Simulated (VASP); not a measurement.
# CdSnO2 (P-3m1) in VASP: a series of runs, part 2 of 3

VASP 6.6.1. Earlier steps stand in the parts before.

**3. Single point, PBE**

This run uses another cell than the first one, of 15.36 Å³/atom.

INCAR reads:

```
PREC     = Accurate       # precision mode
ENCUT    = 520            # plane-wave cutoff, eV
EDIFF    = 1E-7           # SCF threshold, eV
ISMEAR   = 0              # smearing method
SIGMA    = 0.1            # smearing width, eV
LREAL    = False          # projectors in reciprocal space
LASPH    = True           # aspherical terms in the spheres
NELM     = 100            # most SCF steps
ALGO     = Normal         # electronic algorithm
ISIF     = 2              # what is computed and relaxed
LWAVE    = False          # write WAVECAR
LCHARG   = False          # write CHGCAR
GGA      = PE             # functional
NBANDS   = 27             # bands
```

KPOINTS reads:

```
Automatic mesh
0
Gamma
  6 6 4
```

POSCAR reads:

```
CdSnO2
1.0
    3.4107081718      0.0000000000      0.0000000000
   -1.7053540859      2.9537599217      0.0000000000
    0.0000000000      0.0000000000      6.0975437077
Cd Sn O
1 1 2
Direct
    0.0000000000      0.0000000000      0.5000000000
    0.0000000000      0.0000000000      0.0000000000
    0.3333333333      0.6666666667      0.7285651619
    0.6666666667      0.3333333333      0.2714348381
```

Potentials or basis: VASP PAW PBE potentials, release 64 (Cd, Sn_d, O).

Launch:

```console
> cat potpaw_PBE.64/Cd/POTCAR potpaw_PBE.64/Sn_d/POTCAR potpaw_PBE.64/O/POTCAR > POTCAR
> mpirun -np 1 vasp_std > vasp.out
```

OUTCAR:

```text
PREC = Accurate
   ENCUT = 520
   EDIFF = 1E-7
   ISMEAR = 0
   LREAL = False
   LASPH = True
   NELM = 100
   ISIF = 2
   GGA = PE

 ion  position               nearest neighbor table
   1  0.000  0.000  0.500-   3 2.41   4 2.41   4 2.41   3 2.41   4 2.41   3 2.41   2 3.05   2 3.05

   2  0.000  0.000  0.000-   3 2.57   4 2.57   4 2.57   3 2.57   4 2.57   3 2.57   1 3.05   1 3.05

   3  0.333  0.667  0.729-   1 2.41   1 2.41   1 2.41   2 2.57   2 2.57   2 2.57
   4  0.667  0.333  0.271-   1 2.41   1 2.41   1 2.41   2 2.57   2 2.57   2 2.57

[... 918 lines left out ...]
  Direction    XX          YY          ZZ          XY          YZ          ZX
  --------------------------------------------------------------------------------------
  -------------------------------------------------------------------------------------
  Total        0.1338291      0.1338291      0.2205522      0.0000000      0.0000000      0.0000000
  in kB        3.4904913      3.4904913      5.7523759      0.0000000      0.0000000      0.0000000
  external PRESSURE =       4.2444528 kB  Pullay stress =       0.0000000 kB

 VOLUME and BASIS-vectors are now :
 -----------------------------------------------------------------------------
  energy-cutoff  :      520.00
  volume of cell :       61.43
      direct lattice vectors                 reciprocal lattice vectors
     3.410708172  0.000000000  0.000000000     0.293194243  0.169275775  0.000000000
    -1.705354086  2.953759922  0.000000000     0.000000000  0.338551550  0.000000000
     0.000000000  0.000000000  6.097543708     0.000000000  0.000000000  0.164000464

 POSITION                                       TOTAL-FORCE (eV/Angst)
 -----------------------------------------------------------------------------------
      0.00000      0.00000      3.04877         0.000000      0.000000      0.000000
      0.00000      0.00000      0.00000         0.000000      0.000000      0.000000
     -0.00000      1.96917      4.44246        -0.000000     -0.000000      0.041232
      1.70535      0.98459      1.65509         0.000000      0.000000     -0.041232
 -----------------------------------------------------------------------------------
    total drift:                                0.000000      0.000000      0.000000

  FREE ENERGIE OF THE ION-ELECTRON SYSTEM (eV)
  ---------------------------------------------------
  free  energy   TOTEN  =       -17.7132164209 eV

  energy  without entropy=      -17.7115948587  energy(sigma->0) =      -17.71240564
```

stdout:

```text
POSCAR found type information on POSCAR CdSnO
 POSCAR found :  3 types and       4 ions
 scaLAPACK will be used
 LDA part: xc-table for (Slater+PW92), standard interpolation
 POSCAR, INCAR and KPOINTS ok, starting setup
 FFT: planning ... GRIDC
 FFT: planning ... GRID_SOFT
 FFT: planning ... GRID
 WAVECAR not read
 entering main loop
```

Wall time 65 s (1 thread of Oxide Virtual Turin-like, shared host); peak memory 0.17 GiB.

Results:

| Property | Result |
| --- | --- |
| Free energy | -17.7132 eV |
| Pressure | 0.4 GPa |
| Largest force | 0.041 eV/Å |
| Band gap on the k mesh | zero (bands 19 and 20 overlap by 0.21 eV) |

Forces on the atoms (eV/Å):
```
Cd   0.000  0.000  0.000
Sn   0.000  0.000  0.000
O    0.000  0.000  0.041
O    0.000  0.000 -0.041
```

Levels at points of the mesh, in eV from the Fermi level:
```tsv
k point	band 17	band 18	band 19	band 20	band 21	band 22
(0.00, 0.00, 0.00)	-2.20	-1.55	-1.55	1.35	3.35	7.09
(0.50, 0.00, 0.00)	-3.07	-1.64	-0.36	0.91	3.93	4.05
(0.00, 0.00, 0.50)	-1.64	-1.64	-0.80	-0.28	5.83	6.09
(0.50, 0.00, 0.50)	-2.65	-2.14	-1.30	0.85	4.35	5.56
```

Caveat: semilocal functionals underestimate gaps, and a narrow one can read as zero; spin-orbit coupling is left out, which moves the levels of the heavy elements.

**4. Relaxation of cell and atoms, PBE**

INCAR reads:

```
PREC     = Accurate       # precision mode
ENCUT    = 600            # plane-wave cutoff, eV
EDIFF    = 1E-6           # SCF threshold, eV
ISMEAR   = 0              # smearing method
SIGMA    = 0.1            # smearing width, eV
LREAL    = F              # projectors in reciprocal space
LASPH    = T              # aspherical terms in the spheres
NELM     = 80             # most SCF steps
ALGO     = Normal         # electronic algorithm
ISIF     = 3              # what is computed and relaxed
LWAVE    = F              # write WAVECAR
LCHARG   = F              # write CHGCAR
GGA      = PE             # functional
IBRION   = 2              # ionic algorithm
NSW      = 90             # ionic steps
EDIFFG   = -0.04          # ionic threshold
```

KPOINTS reads:

```
regular mesh
0
Gamma
  6 6 4
```

POSCAR reads:

```
CdSnO2
1.0
    2.9313427200      0.0000000000      0.0000000000
   -1.4656713600      2.5386172600      0.0000000000
    0.0000000000      0.0000000000      4.8258868600
Cd Sn O
1 1 2
Direct
    0.0000000000      0.0000000000      0.5000000000
    0.0000000000      0.0000000000      0.0000000000
    0.3333333300      0.6666666700      0.7672729800
    0.6666666700      0.3333333300      0.2327270200
```

Potentials or basis: VASP PAW PBE potentials, release 64 (Cd, Sn_d, O).

Launch:

```console
> cat potpaw_PBE.64/Cd/POTCAR potpaw_PBE.64/Sn_d/POTCAR potpaw_PBE.64/O/POTCAR > POTCAR
> mpirun -np 1 vasp_std > vasp.out
```

OUTCAR:

```text
PREC = Accurate
   ENCUT = 600
   EDIFF = 1E-6
   ISMEAR = 0
   LREAL = F
   LASPH = T
   NELM = 80
   ISIF = 3
   GGA = PE
   IBRION = 2
   NSW = 90
   EDIFFG = -0.04

 ion  position               nearest neighbor table
   1  0.000  0.000  0.500-   3 2.13   4 2.13   3 2.13   4 2.13   4 2.13   3 2.13   2 2.41   2 2.41

   2  0.000  0.000  0.000-   3 2.03   4 2.03   3 2.03   4 2.03   4 2.03   3 2.03   1 2.41   1 2.41

   3  0.333  0.667  0.767-   2 2.03   2 2.03   2 2.03   1 2.13   1 2.13   1 2.13
   4  0.667  0.333  0.233-   2 2.03   2 2.03   2 2.03   1 2.13   1 2.13   1 2.13

  LATTYP: Found a hexagonal cell.
 ALAT       =     2.9313427200
 C/A-ratio  =     1.6463059154

  Lattice vectors:

 A1 = (   2.9313427200,   0.0000000000,   0.0000000000)
 A2 = (  -1.4656713600,   2.5386172600,   0.0000000000)
 A3 = (   0.0000000000,   0.0000000000,   4.8258868600)

Analysis of symmetry for initial positions (statically):
=====================================================================
 Subroutine PRICEL returns:
 Original cell was already a primitive cell.

 Routine SETGRP: Setting up the symmetry group for a
 hexagonal supercell.

 Subroutine GETGRP returns: Found 12 space group operations
 (whereof 12 operations were pure point group operations)
 out of a pool of 24 trial point group operations.

The static configuration has the point symmetry D_3d.

Analysis of symmetry for dynamics (positions and initial velocities):
=====================================================================
 Subroutine PRICEL returns:
 Original cell was already a primitive cell.

 Routine SETGRP: Setting up the symmetry group for a
 hexagonal supercell.

 Subroutine GETGRP returns: Found 12 space group operations
 (whereof 12 operations were pure point group operations)
 out of a pool of 24 trial point group operations.

The dynamic configuration has the point symmetry D_3d.

[... 103 lines left out ...]
   EDIFFG = -.4E-01   stopping-criterion for IOM
   NSW    =     90    number of steps for IOM
   IBRION =      2    ionic relax: 0-MD 1-quasi-New 2-CG
   NFREE  =      1    steps in history (QN), initial steepest desc. (CG)
   ISIF   =      3    stress and relaxation
   ISYM   =      2    0-nonsym 1-usesym 2-fastsym
   POTIM  = 0.5000    time-step for ionic-motion
   TEBEG  =    0.0;   TEEND  =   0.0 temperature during run
   PSTRESS=    0.0 pullay stress
   NELECT =      38.0000    total number of electrons
   NUPDOWN=      -1.0000    fix difference up-down
   EMIN   =  10.00;   EMAX   =-10.00  energy-range for DOS
   EFERMI =   0.00;   METHOD = LEGACY
   ISMEAR =     0;   SIGMA  =   0.10  broadening in eV -4-tet -1-fermi 0-gaus
   EFERMI_NEDOS =   21; number of points for ismear=-14 and -15
   IALGO  =     38    algorithm
   IMIX   =      4    mixing-type and parameters
     AMIX     =   0.40;   BMIX     =  1.00
     AMIX_MAG =   1.60;   BMIX_MAG =  1.00
  volume/ion in A,a.u.               =       8.98        60.59
  Fermi-wavevector in a.u.,A,eV,Ry     =   1.668229  3.152496 37.864858  2.782989
  Thomas-Fermi vector in A             =   2.754113
   LORBIT       =      0    0 simple, 1 ext, 2 COOP (PROOUT), +10 PAW based schemes
   GGA     = PE    functional components
   LHFCALC =     F    Hartree Fock is set to
   AEXX    =    0.0000 exact exchange contribution
   IVDW    =     0    specifies the selected vdW correction
   LEPSILON=     F    determine dielectric tensor
   LRPA    =     F    only Hartree local field effects (RPA)
 conjugate gradient relaxation of ions
 non-spin polarized calculation
 Gauss-broadening in eV      SIGMA  =   0.10
  energy-cutoff  :      600.00
  volume of cell :       35.91
 maximum number of plane-waves:      1208
 NGX is ok and might be reduce to    24
   NGX = 11   NGY = 11   NGZ = 19

--------------------------------------- Ionic step        1  -------------------------------------------

 number of electron      37.9999995 magnetization

 Free energy of the ion-electron system (eV)
  ---------------------------------------------------
  ext. energy  EPLUGINS =         0.00000000
  ---------------------------------------------------
  free energy    TOTEN  =        -7.00644315 eV

  energy without entropy =       -6.99350573  energy(sigma->0) =       -6.99997444

 E-fermi :  15.2266     XC(G=0): -14.0963

 val. band max:       15.2084423441   @ k =  -0.1667   0.5000   0.2500
 cond. band min:      15.2482366424   @ k =   0.1667   0.0000   0.0000
 fundamental gap:      0.0397942983
 Fermi energy:        15.2265566660
[... 1991 lines left out ...]
  FREE ENERGIE OF THE ION-ELECTRON SYSTEM (eV)
  ---------------------------------------------------
  free  energy   TOTEN  =       -17.0265794246 eV

  energy  without entropy=      -17.0223408384  energy(sigma->0) =      -17.02446013

[... ionic steps 4 to 9 ...]

--------------------------------------- Ionic step       10  -------------------------------------------

 number of electron      37.9999989 magnetization

------------------------ aborting loop because EDIFF is reached ----------------------------------------
[... 71 lines left out ...]
--------------------------------------- Ionic step       12  -------------------------------------------

 number of electron      37.9999990 magnetization

 Free energy of the ion-electron system (eV)
  ---------------------------------------------------
  ext. energy  EPLUGINS =         0.00000000
  ---------------------------------------------------
  free energy    TOTEN  =       -17.58846376 eV

  energy without entropy =      -17.58686201  energy(sigma->0) =      -17.58766289

 E-fermi :   5.1962     XC(G=0): -11.0175

 val. band max:        5.1236861943   @ k =   0.0000   0.3333   0.2500
 cond. band min:       5.8583905157   @ k =   0.0000   0.0000   0.2500
 fundamental gap:      0.7347043214
 Fermi energy:         5.1962247282
[... 653 lines left out ...]
  FREE ENERGIE OF THE ION-ELECTRON SYSTEM (eV)
  ---------------------------------------------------
  free  energy   TOTEN  =       -17.5884637587 eV

  energy  without entropy=      -17.5868620124  energy(sigma->0) =      -17.58766289

 reached required accuracy - stopping structural energy minimisation
```

OSZICAR:

```text
N       E                     dE             d eps       ncg     rms          rms(c)
DAV:   1     0.432209862349E+03    0.43221E+03   -0.22372E+04  1168   0.293E+03
DAV:   2     0.290312349771E+02   -0.40318E+03   -0.39400E+03  1167   0.647E+02
DAV:   3    -0.101443566665E+02   -0.39176E+02   -0.38899E+02  1265   0.181E+02
DAV:   4    -0.112228906312E+02   -0.10785E+01   -0.10718E+01  1286   0.293E+01
[... 129 lines left out ...]
DAV:   3    -0.175888989205E+02    0.20124E-02   -0.18574E-03  1542   0.638E-01    0.159E-01
DAV:   4    -0.175884698209E+02    0.42910E-03   -0.78429E-04  1574   0.332E-01    0.363E-02
DAV:   5    -0.175884649759E+02    0.48450E-05   -0.10683E-04  1223   0.890E-02    0.195E-02
DAV:   6    -0.175884635708E+02    0.14051E-05   -0.69795E-06  1355   0.324E-02    0.483E-03
DAV:   7    -0.175884637587E+02   -0.18789E-06   -0.60481E-07   596   0.925E-03
  12 F= -.17588464E+02 E0= -.17587663E+02  d E =-.132643E-02
```

CONTCAR:

```text
CdSnO2
   1.00000000000000
     3.4005156753702677    0.0000000000000000    0.0000000000000000
    -1.7002578376851338    2.9449329569082128    0.0000000000000000
     0.0000000000000000   -0.0000000000000000    6.0410149175196253
  Cd              Sn              O
     1     1     2
Direct
     0.0000000000000000    0.0000000000000000    0.5000000000000000
     0.0000000000000000    0.0000000000000000    0.0000000000000000
     0.3333333300000021    0.6666666699999979    0.7290455888997511
     0.6666666699999979    0.3333333300000021    0.2709544111002488

  0.00000000E+00  0.00000000E+00  0.00000000E+00
  0.00000000E+00  0.00000000E+00  0.00000000E+00
  0.00000000E+00  0.00000000E+00  0.00000000E+00
  0.00000000E+00  0.00000000E+00  0.00000000E+00
```

Wall time 4.8 min (1 thread of Oxide Virtual Turin-like, shared host); peak memory 0.15 GiB.

What came out:

```yaml
Free_energy: -17.5885 eV
Relaxed_volume: 15.12 Å³/atom
Relaxed_cell: a = 3.401 Å, b = 3.401 Å, c = 6.041 Å, α = 90.00°, β = 90.00°, γ = 120.00°
Space_group_after_relaxing_to_0.1_Å: P-3m1 (No. 164)
Energy_gained_by_relaxing: 2645.5 meV/atom
Ionic_steps: 12
Pressure_after_relaxing: 0.0 GPa
Largest_force_after_relaxing: 0.010 eV/Å
Band_gap_on_the_k_mesh: zero (bands 19 and 20 overlap by 0.24 eV)
```

Forces on the atoms (eV/Å):
```
Cd   0.000  0.000  0.000
Sn   0.000  0.000  0.000
O    0.000  0.000  0.010
O    0.000  0.000 -0.010
```

The path:
```csv
step,energy change (eV),largest force (eV/Å),pressure (GPa),volume (Å³)
1,0.0000,0.7867,201.18,35.91
2,1.5964,0.3722,-39.36,131.72
3,-10.0201,0.9605,-11.23,68.54
4,-10.2175,1.0727,-5.92,64.85
5,-10.2751,1.1303,-0.12,61.65
6,-10.2734,1.1255,-1.32,62.26
7,-10.3869,1.0719,-1.80,62.19
8,-10.5607,0.0559,-3.31,61.98
9,-10.5324,0.1994,5.99,58.01
10,-10.5807,0.0292,0.06,60.39
11,-10.5807,0.0312,0.14,60.36
12,-10.5820,0.0099,0.03,60.50
```

Final structure:
```cif
data_structure
_symmetry_space_group_name_H-M 'P 1'
_symmetry_Int_Tables_number 1
_cell_length_a 3.4005
_cell_length_b 3.4005
_cell_length_c 6.0410
_cell_angle_alpha 90.000
_cell_angle_beta 90.000
_cell_angle_gamma 120.000
_cell_volume 60.50
loop_
_atom_site_label
_atom_site_type_symbol
_atom_site_fract_x
_atom_site_fract_y
_atom_site_fract_z
_atom_site_occupancy
Cd1 Cd 0.00000 0.00000 0.50000 1
Sn1 Sn 0.00000 0.00000 0.00000 1
O1 O 0.33333 0.66667 0.72905 1
O2 O 0.66667 0.33333 0.27095 1
```

Caveat: the k points lie up to 0.36 Å⁻¹ apart in the final cell; the volume moved by over 15 % at a fixed basis, so the end points are rough; semilocal functionals underestimate gaps, and a narrow one can read as zero; spin-orbit coupling is left out, which moves the levels of the heavy elements.

(Continued in part 3 of 3.)

The gap in the log of VASP goes by the Fermi energy; the results here count the filled bands.